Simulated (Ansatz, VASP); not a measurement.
ZnSe in VASP and in Ansatz

```
CELL_PARAMETERS angstrom
3.96250 0.00000 0.00000
0.00000 3.96250 0.00000
0.00000 0.00000 5.44129
ATOMIC_POSITIONS crystal
Zn 0.00000 0.00000 0.00000
Zn 0.50000 0.50000 0.00000
Se 0.00000 0.50000 0.30434
Se 0.50000 0.00000 0.69566
```

Alike in both runs: task single point; functional PBEsol; k mesh 8 × 8 × 6; occupations gaussian, width 0.05 eV; no spin polarisation.

|  | VASP | Ansatz |
| --- | --- | --- |
| version | VASP 6.6.1 | Ansatz 0.2.0 |
| potentials or method | VASP PAW PBE potentials, release 64 (Zn, Se), cutoff 520 eV | scalar-relativistic, plane waves, PAW |
| valence electrons in the cell | 36 | 56 |

```tsv
	VASP	Ansatz	Ansatz less VASP
gap on the k mesh at the Fermi level (eV)	1.04	1.03	-0.006
least direct gap on the mesh (eV)	1.04	1.03	-0.006
pressure (GPa)	-3.2	-3.5	-0.24
traceless stress, the component that is largest in VASP (GPa)	-3.64	-3.68	-0.033
rms of the force components (eV/Å)	0.573	0.589	+0.0163
```

VASP's potentials were made for PBE, not for PBEsol, and Ansatz warns of the same on its side. Atom by atom the forces differ by 0.016 eV/Å (rms over components). VASP's potentials hold 36 valence electrons a cell and Ansatz's 56, so a difference there can come from the potentials and not from the codes.
